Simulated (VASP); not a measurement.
# LiH in VASP: a series of runs, part 2 of 2

VASP 6.6.1.

### Step 4. Single point, PBE (uniaxial x strain -1.5%)

Input file INCAR:

```
PREC = Accurate ; ENCUT = 520
EDIFF = 1E-6 ; ISMEAR = 0
SIGMA = 0.01 ; LREAL = F
LASPH = T ; NELM = 60
ALGO = Normal ; ISIF = 2
LWAVE = F ; LCHARG = T
GGA = PE ; LELF = T
LVHAR = T ; NBANDS = 9
```

Input file KPOINTS:

```
Automatic mesh
0
Gamma
  6 6 6
```

Input file POSCAR:

```
LiH
1.0
    0.0000000000      2.0029948411      2.0029948411
    1.9729499185      0.0000000000      2.0029948411
    1.9729499185      2.0029948411      0.0000000000
Li H
1 1
Direct
    0.0000000000      0.0000000000      0.0000000000
    0.5000000000      0.5000000000      0.5000000000
```

On the command line:

```bash
> cat potpaw_PBE.64/Li_sv/POTCAR potpaw_PBE.64/H/POTCAR > POTCAR
> mpirun -np 1 vasp_std > vasp.out
```

It took 5.6 s on 1 thread of Intel Xeon Platinum 8259CL at 2.50GHz (Skylake/Cascade Lake), shared host; peak memory 0.13 GiB.

The run converged. Its results:

| Quantity | Value |
| --- | --- |
| Free energy | -6.1250 eV |
| Band gap on the k mesh | 2.82 eV (least direct gap 2.94 eV) |

Levels at points of the mesh, in eV from the valence-band top:
| k point | band 1 | band 2 | band 3 | band 4 | band 5 | band 6 |
| --- | --- | --- | --- | --- | --- | --- |
| (0.00, 0.00, 0.00) | -44.36 | -5.58 | 16.23 | 17.90 | 18.03 | 18.03 |
| (0.50, 0.00, 0.00) | -44.31 | -2.76 | 4.89 | 13.72 | 16.43 | 16.75 |
| (0.50, 0.50, 0.00) | -44.29 | -0.12 | 2.82 | 10.84 | 10.97 | 14.09 |
| (0.00, 0.50, 0.50) | -44.29 | 0.00 | 3.03 | 10.66 | 10.66 | 13.85 |

Caveat: the k points lie up to 0.46 Å⁻¹ apart; the cell differs from its parent crystal (uniaxial x strain -1.5%); the cutoff is under 1.25 times the usual one of these potentials, so pressure, stress and relaxed cells hold a basis-set (Pulay) error. A k mesh can miss the band edges.

### Step 5. Single point, PBE (epitaxial xy strain +1.5%)

Input file INCAR:

```
SYSTEM = LiH
PREC     = Accurate       ! precision mode
ENCUT    = 520            ! plane-wave cutoff, eV
EDIFF    = 1E-6           ! SCF threshold, eV
ISMEAR   = 0              ! smearing method
SIGMA    = 0.01           ! smearing width, eV
LREAL    = .FALSE.        ! projectors in reciprocal space
LASPH    = .TRUE.         ! aspherical terms in the spheres
NELM     = 80             ! most SCF steps
ALGO     = Normal         ! electronic algorithm
ISIF     = 2              ! what is computed and relaxed
LWAVE    = .FALSE.        ! write WAVECAR
LCHARG   = .FALSE.        ! write CHGCAR
GGA      = PE             ! functional
NBANDS   = 9              ! bands
```

Input file KPOINTS:

```
Automatic mesh
0
G
  6 6 6
  0 0 0
```

Input file POSCAR:

```
LiH
1.0
    0.0000000000      2.0330397637      1.9934559256
    2.0330397637      0.0000000000      1.9934559256
    2.0330397637      2.0330397637      0.0000000000
Li H
1 1
Direct
    0.0000000000      0.0000000000      0.0000000000
    0.5000000000      0.5000000000      0.5000000000
```

Potentials or basis: VASP PAW PBE potentials, release 64 (Li_sv, H).

On the command line:

```bash
> cat potpaw_PBE.64/Li_sv/POTCAR potpaw_PBE.64/H/POTCAR > POTCAR
> mpirun -np 1 vasp_std > vasp.out
```

OUTCAR:

```text
SYSTEM = LiH
   PREC = Accurate
   ENCUT = 520
   EDIFF = 1E-6
   ISMEAR = 0
   LREAL = .FALSE.
   LASPH = .TRUE.
   NELM = 80
   ISIF = 2
   GGA = PE

 ion  position               nearest neighbor table
   1  0.000  0.000  0.000-
   2  0.500  0.500  0.500-

  LATTYP: Found a body centered tetragonal cell.
 ALAT       =     2.8751524067
 C/A-ratio  =     1.3866784390

  Lattice vectors:

 A1 = (   0.0000000000,  -2.0330397637,  -1.9934559256)
 A2 = (   0.0000000000,   2.0330397637,  -1.9934559256)
[... 465 lines left out ...]
      4       8.7916      0.00000
      5      11.5329      0.00000
      6      16.1548      0.00000
      7      18.5439      0.00000
      8      29.2282      0.00000
      9      30.7600      0.00000

 [... further k-points ...]
[... 5 lines left out ...]
  --------------------------------------------------------------------------------------
  -------------------------------------------------------------------------------------
  Total       -0.1492245     -0.1492245     -0.0175618      0.0000000      0.0000000      0.0000000
  in kB      -14.5084894    -14.5084894     -1.7074628      0.0000000      0.0000000      0.0000000
  external PRESSURE =     -10.2414805 kB  Pullay stress =       0.0000000 kB

 VOLUME and BASIS-vectors are now :
 -----------------------------------------------------------------------------
  energy-cutoff  :      520.00
  volume of cell :       16.48
      direct lattice vectors                 reciprocal lattice vectors
     0.000000000  2.033039764  1.993455926    -0.245937147  0.245937147  0.250820695
     2.033039764  0.000000000  1.993455926     0.245937147 -0.245937147  0.250820695
     2.033039764  2.033039764  0.000000000     0.245937147  0.245937147 -0.250820695

 POSITION                                       TOTAL-FORCE (eV/Angst)
 -----------------------------------------------------------------------------------
      0.00000      0.00000      0.00000        -0.000000      0.000000      0.000000
      2.03304      2.03304      1.99346         0.000000     -0.000000      0.000000
 -----------------------------------------------------------------------------------
    total drift:                                0.000000     -0.000000     -0.000000

  FREE ENERGIE OF THE ION-ELECTRON SYSTEM (eV)
  ---------------------------------------------------
  free  energy   TOTEN  =        -6.1242102717 eV

  energy  without entropy=       -6.1242102717  energy(sigma->0) =       -6.12421027
```

OSZICAR:

```text
N       E                     dE             d eps       ncg     rms          rms(c)
DAV:   1    -0.168712753695E+01   -0.16871E+01   -0.13036E+03   548   0.402E+02
DAV:   2    -0.629400989866E+01   -0.46069E+01   -0.45840E+01   748   0.540E+01
DAV:   3    -0.636609262601E+01   -0.72083E-01   -0.72028E-01   683   0.562E+00
DAV:   4    -0.636639289451E+01   -0.30027E-03   -0.30026E-03   782   0.332E-01
DAV:   5    -0.636639405848E+01   -0.11640E-05   -0.11640E-05   673   0.158E-02    0.286E+00
DAV:   6    -0.618337285139E+01    0.18302E+00   -0.15262E-01   603   0.120E+00    0.143E+00
DAV:   7    -0.612244986632E+01    0.60923E-01   -0.19490E-01   602   0.153E+00    0.220E-01
DAV:   8    -0.612428336691E+01   -0.18335E-02   -0.43817E-03   641   0.437E-01    0.404E-02
DAV:   9    -0.612421684145E+01    0.66525E-04   -0.14591E-04   691   0.467E-02    0.684E-03
DAV:  10    -0.612421115256E+01    0.56889E-05   -0.59365E-06   626   0.171E-02    0.226E-03
DAV:  11    -0.612421027174E+01    0.88082E-06   -0.17985E-07   389   0.199E-03
   1 F= -.61242103E+01 E0= -.61242103E+01  d E =0.000000E+00
```

It took 5.1 s on 1 thread of Intel Xeon Platinum 8259CL at 2.50GHz (Skylake/Cascade Lake), shared host; peak memory 0.13 GiB.

What came out:

```yaml
Free_energy: -6.1242 eV
Band_gap_on_the_k_mesh: 2.81 eV (least direct gap 2.96 eV)
```

Caveat: the k points lie up to 0.45 Å⁻¹ apart; the cell differs from its parent crystal (epitaxial xy strain +1.5%); the cutoff is under 1.25 times the usual one of these potentials, so pressure, stress and relaxed cells hold a basis-set (Pulay) error.

### Step 6. Single point, PBE (epitaxial 111 strain -1.0%)

Input file INCAR:

```
SYSTEM = LiH
ALGO = Normal
EDIFF = 1E-6
ENCUT = 520
GGA = PE
ISIF = 2
ISMEAR = 0
LASPH = .TRUE.
LCHARG = .FALSE.
LREAL = .FALSE.
LWAVE = .FALSE.
NBANDS = 9
NELM = 60
PREC = Accurate
SIGMA = 0.01
```

Input file KPOINTS:

```
k-points
0
G
  6 6 6
  0 0 0
```

Input file POSCAR:

```
LiH
1.0
    0.0135630404      1.9965279331      1.9965279331
    1.9965279331      0.0135630404      1.9965279331
    1.9965279331      1.9965279331      0.0135630404
Li H
1 1
Direct
    0.0000000000      0.0000000000      0.0000000000
    0.5000000000      0.5000000000      0.5000000000
```

Potentials or basis: VASP PAW PBE potentials, release 64 (Li_sv, H).

On the command line:

```bash
> cat potpaw_PBE.64/Li_sv/POTCAR potpaw_PBE.64/H/POTCAR > POTCAR
> mpirun -np 1 vasp_std > vasp.out
```

OUTCAR:

```text
SYSTEM = LiH
   EDIFF = 1E-6
   ENCUT = 520
   GGA = PE
   ISIF = 2
   ISMEAR = 0
   LASPH = .TRUE.
   LREAL = .FALSE.
   NELM = 60
   PREC = Accurate

 ion  position               nearest neighbor table
   1  0.000  0.000  0.000-
   2  0.500  0.500  0.500-

  LATTYP: Found a trigonal (rhomboedric) cell.
 ALAT       =     2.8235494562
 COS(alpha) =     0.5067816199

  Lattice vectors:

 A1 = (   0.0135630404,   1.9965279331,   1.9965279331)
 A2 = (   1.9965279331,   0.0135630404,   1.9965279331)
 A3 = (   1.9965279331,   1.9965279331,   0.0135630404)

Analysis of symmetry for initial positions (statically):
=====================================================================
 Subroutine PRICEL returns:
 Original cell was already a primitive cell.

 Routine SETGRP: Setting up the symmetry group for a
 trigonal (rhombohedral) supercell.

 Subroutine GETGRP returns: Found 12 space group operations
 (whereof 12 operations were pure point group operations)
 out of a pool of 12 trial point group operations.

The static configuration has the point symmetry D_3d.

Analysis of symmetry for dynamics (positions and initial velocities):
=====================================================================
 Subroutine PRICEL returns:
 Original cell was already a primitive cell.

 Routine SETGRP: Setting up the symmetry group for a
 trigonal (rhombohedral) supercell.

 Subroutine GETGRP returns: Found 12 space group operations
 (whereof 12 operations were pure point group operations)
 out of a pool of 12 trial point group operations.

The dynamic configuration has the point symmetry D_3d.

 Subroutine INISYM returns: Found 12 space group operations
 (whereof 12 operations are pure point group operations),
 and found     1 'primitive' translations

----------------------------------------------------------------------------------------

                                     Primitive cell

  volume of cell :      15.7546

  direct lattice vectors                    reciprocal lattice vectors
     0.013563040  1.996527933  1.996527933    -0.253001241  0.251294122  0.251294122
     1.996527933  0.013563040  1.996527933     0.251294122 -0.253001241  0.251294122
     1.996527933  1.996527933  0.013563040     0.251294122  0.251294122 -0.253001241

  length of vectors
     2.823549456  2.823549456  2.823549456     0.436242019  0.436242019  0.436242019

  position of ions in fractional coordinates (direct lattice)
     0.000000000  0.000000000  0.000000000
     0.500000000  0.500000000  0.500000000

  ion indices of the primitive-cell ions
   primitive index   ion index
                 1           1
                 2           2

----------------------------------------------------------------------------------------

 KPOINTS: k-points

Automatic generation of k-mesh.
 Grid dimensions read from file:
 generate k-points for:    6    6    6

 Generating k-lattice:

  Cartesian coordinates                     Fractional coordinates (reciprocal lattice)
    -0.042166874  0.041882354  0.041882354     0.166666667  0.000000000 -0.000000000
     0.041882354 -0.042166874  0.041882354     0.000000000  0.166666667 -0.000000000
     0.041882354  0.041882354 -0.042166874     0.000000000  0.000000000  0.166666667

  Length of vectors
     0.072707003  0.072707003  0.072707003

  Shift w.r.t. Gamma in fractional coordinates (k-lattice)
     0.000000000  0.000000000  0.000000000

 Subroutine IBZKPT returns following result:
 ===========================================

 Found     32 irreducible k-points:

 Following reciprocal coordinates:
            Coordinates               Weight
  0.000000  0.000000  0.000000      1.000000
  0.166667  0.000000  0.000000      6.000000
  0.333333 -0.000000 -0.000000      6.000000
  0.500000  0.000000  0.000000      3.000000
  0.166667  0.166667  0.000000      6.000000
  0.333333  0.166667  0.000000     12.000000
[... 16 lines left out ...]
  0.500000  0.500000  0.166667      6.000000
 -0.333333  0.500000  0.166667     12.000000
 [... further k-points ...]
   k-points           NKPTS =     32   k-points in BZ     NKDIM =     32   number of bands    NBANDS=      9
   number of dos      NEDOS =    301   number of ions     NIONS =      2
   total plane-waves  NPLWV =  13824
   dimension x,y,z NGX =    24 NGY =   24 NGZ =   24
   dimension x,y,z NGXF=    48 NGYF=   48 NGZF=   48
   ions per type =               1   1
   NGX,Y,Z   is equivalent  to a cutoff of  14.13, 14.13, 14.13 a.u.
   NGXF,Y,Z  is equivalent  to a cutoff of  28.26, 28.26, 28.26 a.u.
 SYSTEM =  LiH
   PREC   = accura    normal or accurate (medium, high low for compatibility)
   ISTART =      0    job   : 0-new  1-cont  2-samecut
   ICHARG =      2    charge: 1-file 2-atom 10-const
   ISPIN  =      1    spin polarized calculation?
   LNONCOLLINEAR =      F non collinear calculations
   LSORBIT =      F    spin-orbit coupling
   LASPH  =      T    aspherical Exc in radial PAW
   ENCUT  =  520.0 eV  38.22 Ry    6.18 a.u.   5.25  5.25  5.25*2*pi/ulx,y,z
   NELM   =     60;   NELMIN=  2; NELMDL= -5     # of ELM steps
   EDIFF  = 0.1E-05   stopping-criterion for ELM
   LREAL  =      F    real-space projection
   EDIFFG = 0.1E-04   stopping-criterion for IOM
   NSW    =      0    number of steps for IOM
   IBRION =     -1    ionic relax: 0-MD 1-quasi-New 2-CG
   NFREE  =      0    steps in history (QN), initial steepest desc. (CG)
   ISIF   =      2    stress and relaxation
   ISYM   =      2    0-nonsym 1-usesym 2-fastsym
   POTIM  = 0.5000    time-step for ionic-motion
   TEBEG  =    0.0;   TEEND  =   0.0 temperature during run
   PSTRESS=    0.0 pullay stress
   NELECT =       4.0000    total number of electrons
   NUPDOWN=      -1.0000    fix difference up-down
   EMIN   =  10.00;   EMAX   =-10.00  energy-range for DOS
   EFERMI =   0.00;   METHOD = LEGACY
   ISMEAR =     0;   SIGMA  =   0.01  broadening in eV -4-tet -1-fermi 0-gaus
   EFERMI_NEDOS =   21; number of points for ismear=-14 and -15
   IALGO  =     38    algorithm
   IMIX   =      4    mixing-type and parameters
     AMIX     =   0.40;   BMIX     =  1.00
     AMIX_MAG =   1.60;   BMIX_MAG =  1.00
  volume/ion in A,a.u.               =       7.88        53.16
  Fermi-wavevector in a.u.,A,eV,Ry     =   1.036634  1.958954 14.620958  1.074610
  Thomas-Fermi vector in A             =   2.171034
   LORBIT       =      0    0 simple, 1 ext, 2 COOP (PROOUT), +10 PAW based schemes
   GGA     = PE    functional components
   LHFCALC =     F    Hartree Fock is set to
   AEXX    =    0.0000 exact exchange contribution
   IVDW    =     0    specifies the selected vdW correction
   LEPSILON=     F    determine dielectric tensor
   LRPA    =     F    only Hartree local field effects (RPA)
 non-spin polarized calculation
 Gauss-broadening in eV      SIGMA  =   0.01
  energy-cutoff  :      520.00
  volume of cell :       15.75
 maximum number of plane-waves:       444
 NGX is ok and might be reduce to    24
   NGX = 11   NGY = 11   NGZ = 11

 number of electron       3.9999997 magnetization

 Free energy of the ion-electron system (eV)
  ---------------------------------------------------
  ext. energy  EPLUGINS =         0.00000000
  ---------------------------------------------------
  free energy    TOTEN  =        -6.12481918 eV

  energy without entropy =       -6.12481918  energy(sigma->0) =       -6.12481918

 E-fermi :   0.4254     XC(G=0):  -8.5814

 val. band max:        0.1975419997   @ k =   0.5000   0.5000   0.0000
 cond. band min:       3.1583024901   @ k =   0.5000   0.5000   0.0000
 fundamental gap:      2.9607604903
 Fermi energy:         0.4254131531

 k-point     1 :       0.0000    0.0000    0.0000
  band No.  band energies     occupation
      1     -44.0788      2.00000
      2      -5.3204      2.00000
      3      16.5717      0.00000
      4      18.1035      0.00000
      5      18.4112      0.00000
      6      18.4112      0.00000
      7      22.8247      0.00000
      8      23.1918      0.00000
      9      23.1918      0.00000

 k-point     2 :       0.1667    0.0000    0.0000
  band No.  band energies     occupation
      1     -44.0662      2.00000
      2      -4.8275      2.00000
      3      12.9242      0.00000
      4      16.4304      0.00000
      5      17.3192      0.00000
      6      17.5450      0.00000
      7      22.9404      0.00000
      8      24.2491      0.00000
      9      24.3929      0.00000
[... 253 lines left out ...]
 k-point    24 :      -0.3333    0.5000    0.1667
  band No.  band energies     occupation
      1     -44.0130      2.00000
      2       0.0136      2.00000
      3       4.1933      0.00000
      4       7.2578      0.00000
      5      11.9067      0.00000
      6      17.9769      0.00000
      7      20.2503      0.00000
      8      29.3905      0.00000
      9      29.7970      0.00000

 [... further k-points ...]
[... 5 lines left out ...]
  --------------------------------------------------------------------------------------
  -------------------------------------------------------------------------------------
  Total        0.0546526      0.0546526      0.0546526     -0.0335197     -0.0335197     -0.0335197
  in kB        5.5579382      5.5579382      5.5579382     -3.4088038     -3.4088038     -3.4088038
  external PRESSURE =       5.5579382 kB  Pullay stress =       0.0000000 kB

 VOLUME and BASIS-vectors are now :
 -----------------------------------------------------------------------------
  energy-cutoff  :      520.00
  volume of cell :       15.75
      direct lattice vectors                 reciprocal lattice vectors
     0.013563040  1.996527933  1.996527933    -0.253001241  0.251294122  0.251294122
     1.996527933  0.013563040  1.996527933     0.251294122 -0.253001241  0.251294122
     1.996527933  1.996527933  0.013563040     0.251294122  0.251294122 -0.253001241

 POSITION                                       TOTAL-FORCE (eV/Angst)
 -----------------------------------------------------------------------------------
      0.00000      0.00000      0.00000         0.000000     -0.000000      0.000000
      2.00331      2.00331      2.00331        -0.000000      0.000000     -0.000000
 -----------------------------------------------------------------------------------
    total drift:                                0.000000     -0.000000     -0.000000

  FREE ENERGIE OF THE ION-ELECTRON SYSTEM (eV)
  ---------------------------------------------------
  free  energy   TOTEN  =        -6.1248191799 eV

  energy  without entropy=       -6.1248191799  energy(sigma->0) =       -6.12481918
```

stdout:

```text
POSCAR found type information on POSCAR LiH
 POSCAR found :  2 types and       2 ions
 scaLAPACK will be used
 LDA part: xc-table for (Slater+PW92), standard interpolation
 POSCAR, INCAR and KPOINTS ok, starting setup
 FFT: planning ... GRIDC
 FFT: planning ... GRID_SOFT
 FFT: planning ... GRID
 WAVECAR not read
 entering main loop
```

Run time: 5 s. Hardware: 1 thread of Intel Xeon Platinum 8259CL at 2.50GHz (Skylake/Cascade Lake), shared host; peak memory 0.13 GiB.

What came out:

| Item | Value |
| --- | --- |
| Free energy | -6.1248 eV |
| Band gap on the k mesh | 2.96 eV |

Levels at points of the mesh, in eV from the valence-band top:
```tsv
k point	band 1	band 2	band 3	band 4	band 5	band 6	band 7
(0.00, 0.00, 0.00)	-44.28	-5.52	16.37	17.91	18.21	18.21	22.63
(0.50, 0.00, 0.00)	-44.23	-2.67	5.00	13.80	16.61	16.71	19.16
(0.50, 0.50, 0.00)	-44.21	0.00	2.96	10.81	11.03	14.11	17.58
(0.50, 0.50, 0.50)	-44.23	-2.76	4.90	13.99	16.84	16.84	19.44
```

Caveat: the k points lie up to 0.46 Å⁻¹ apart; the cell differs from its parent crystal (epitaxial 111 strain -1.0%); the cutoff is under 1.25 times the usual one of these potentials, so pressure, stress and relaxed cells hold a basis-set (Pulay) error. A k mesh can miss the band edges.

### Step 7. Overview

```csv
cell,gap on the mesh (eV)
"a = 2.776 Å, angles 60.0°, 2 atoms",2.93
"a = 2.783, b = 2.783, c = 2.691 Å, angles 61.1, 61.1, 57.8°, 2 atoms",2.14
"a = 2.833, b = 2.811, c = 2.811 Å, angles 60.5, 59.8, 59.8°, 2 atoms",2.82
"a = 2.847, b = 2.847, c = 2.875 Å, angles 59.7, 59.7, 60.6°, 2 atoms",2.81
"a = 2.824 Å, angles 59.6°, 2 atoms",2.96
```

Alike in all rows: task single point; level PBE; potentials or basis VASP PAW PBE potentials, release 64 (Li_sv, H); no spin polarisation; k mesh 6 × 6 × 6; cutoff (eV) 520; smearing gaussian 0.01 eV.

Caveats: all runs use coarse meshes; the cutoff is under 1.25 times the usual one of these potentials, so pressure, stress and relaxed cells hold a basis-set (Pulay) error.

Total energies depend on the potentials used, so only differences within one code and one set of settings carry meaning.
